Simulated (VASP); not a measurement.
Here is a VASP 6.6.1 calculation.

File INCAR:

```
PREC     = Accurate       # precision mode
ENCUT    = 520            # plane-wave cutoff, eV
EDIFF    = 1E-6           # SCF threshold, eV
ISMEAR   = 0              # smearing method
SIGMA    = 0.05           # smearing width, eV
LREAL    = F              # projectors in reciprocal space
LASPH    = T              # aspherical terms in the spheres
NELM     = 100            # most SCF steps
ALGO     = Normal         # electronic algorithm
ISIF     = 2              # what is computed and relaxed
LWAVE    = F              # write WAVECAR
LCHARG   = T              # write CHGCAR
GGA      = PE             # functional
LELF     = T              # ELF
LVHAR    = T            
NBANDS   = 26             # bands
```

File KPOINTS:

```
Automatic mesh
0
Gamma
  8 6 4
```

File POSCAR:

```
AlN
1.0
   -1.6567491617      2.8695737234      0.0000000000
    0.0000000000      0.0000000000      4.1874629526
    4.9702474850      2.8695737234      0.0000000000
Al N
4 4
Direct
    0.3872862555      0.7500000000      0.1037445682
    0.0000000000      0.7500000000      0.6666666667
    0.0000000000      0.2500000000      0.3333333333
    0.5000000000      0.2500000000      0.8333333333
    0.5000000000      0.2500000000      0.1666666667
    0.0000000000      0.2500000000      0.6666666667
    0.0000000000      0.7500000000      0.3333333333
    0.5000000000      0.7500000000      0.8333333333
```

Potentials or basis: VASP PAW PBE potentials, release 64 (Al, N).

Command:

```bash
$ cat potpaw_PBE.64/Al/POTCAR potpaw_PBE.64/N/POTCAR > POTCAR
$ mpirun -np 1 vasp_std > vasp.out
```

Task: Predict the pressure.

Result: 8.0 GPa.

Task: Predict the band gap on the k mesh.

Result: 2.34 eV.

Stress tensor (GPa, compression positive):
```
23.02  5.61  0.00
 5.61  0.21  0.00
 0.00  0.00  0.69
```

Caveat: the cell differs from its parent crystal (atom 1 (Al) moved by -0.126 Å along [1 0 0] and -0.504 Å along [1 2 0]); the cell stands under pressure; forces of over 1 eV/Å act on the atoms, so gaps and moduli don't describe the material at rest. A k mesh can miss the band edges.
